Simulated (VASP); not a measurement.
Here is a VASP 6.6.1 calculation.

Contents of INCAR:

```
PREC = Accurate ; ENCUT = 520
EDIFF = 1E-7 ; ISMEAR = 0
SIGMA = 0.02 ; LREAL = False
LASPH = True ; NELM = 80
ALGO = Normal ; ISIF = 2
LWAVE = False ; LCHARG = True
GGA = PE ; LELF = True
LVHAR = True ; NBANDS = 31
```

KPOINTS

```
Automatic mesh
0
Gamma
  6 6 8
```

File POSCAR:

```
Mg3ZnS4
1.0
    3.5603291380     -5.0462043849      0.0000000000
    3.5603291380      5.0462043849      0.0000000000
    0.0000000000      0.0000000000      3.5647561642
Mg Zn S
3 1 4
Direct
    0.0000000000      0.5000000000      0.5000000000
    0.5000000000      0.0000000000      0.5000000000
    0.5000000000      0.5000000000      0.0000000000
    0.0000000000      0.0000000000      0.0000000000
    0.7508625353      0.2491374647      0.0000000000
    0.7550472031      0.7550472031      0.5000000000
    0.2449527969      0.2449527969      0.5000000000
    0.2491374647      0.7508625353      0.0000000000
```

Potentials or basis: VASP PAW PBE potentials, release 64 (Mg, Zn, S).

Run with:

```bash
$ cat potpaw_PBE.64/Mg/POTCAR potpaw_PBE.64/Zn/POTCAR potpaw_PBE.64/S/POTCAR > POTCAR
$ mpirun -np 1 vasp_std > vasp.out
```

Estimate the pressure.

8.6 GPa.

Predict the band gap on the k mesh.

1.35 eV, indirect (least direct gap 1.56 eV).

What does it give for the largest force?

0.030 eV/Å.

Forces on the atoms (eV/Å):
```
Mg   0.000  0.000  0.000
Mg   0.000  0.000  0.000
Mg   0.000  0.000  0.000
Zn   0.000  0.000  0.000
S    0.000  0.009  0.000
S   -0.030  0.000  0.000
S    0.030  0.000  0.000
S    0.000 -0.009  0.000
```

 A k mesh can miss the band edges.
